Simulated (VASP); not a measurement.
# SiC: single point with LDA

The system is SiC.

```
Si C
1.0
     3.05842    0.00000    0.00000
    -1.52921    2.64867    0.00000
     0.00000    0.00000   10.01210
Si C
4 4
Direct
  0.66667 0.33333 0.93784
  0.33333 0.66667 0.43784
  0.00000 0.00000 0.68790
  0.00000 0.00000 0.18790
  0.66667 0.33333 0.74981
  0.33333 0.66667 0.24981
  0.00000 0.00000 0.50045
  0.00000 0.00000 0.00045
```

```
Program                : VASP 6.6.1
Task                   : single point
Functional             : LDA
Potentials or basis    : VASP PAW LDA potentials, release 64 (Si, C)
Cutoff                 : 520 eV
k mesh                 : 10 × 10 × 3
Occupations            : gaussian, width 0.01 eV
Spin                   : no spin polarisation
Dipole correction      : no
Further INCAR settings : ALGO = Normal; EDIFF = 1e-06; NBANDS = 26
```

* Pressure: 0.4 GPa
* Band gap on the k mesh: 2.17 eV, indirect (least direct gap 3.30 eV)

Levels at points of the mesh, in eV from the valence-band top:
```tsv
k point	band 12	band 13	band 14	band 15	band 16	band 17	band 18	band 19	band 20	band 21
(0.00, 0.00, 0.00)	-0.59	-0.59	-0.05	0.00	0.00	5.22	5.79	6.43	6.56	6.98
(0.50, 0.00, 0.00)	-2.42	-2.39	-2.24	-1.60	-1.13	2.17	2.30	4.18	4.78	5.27
```

Wall time 20 s on 1 thread of Intel(R) Xeon(R) 6975P-C (Granite Rapids) (shared host), peak memory 0.19 GiB.

A k mesh can miss the band edges. LDA gaps usually lie below the measured ones, often by a third to a half.
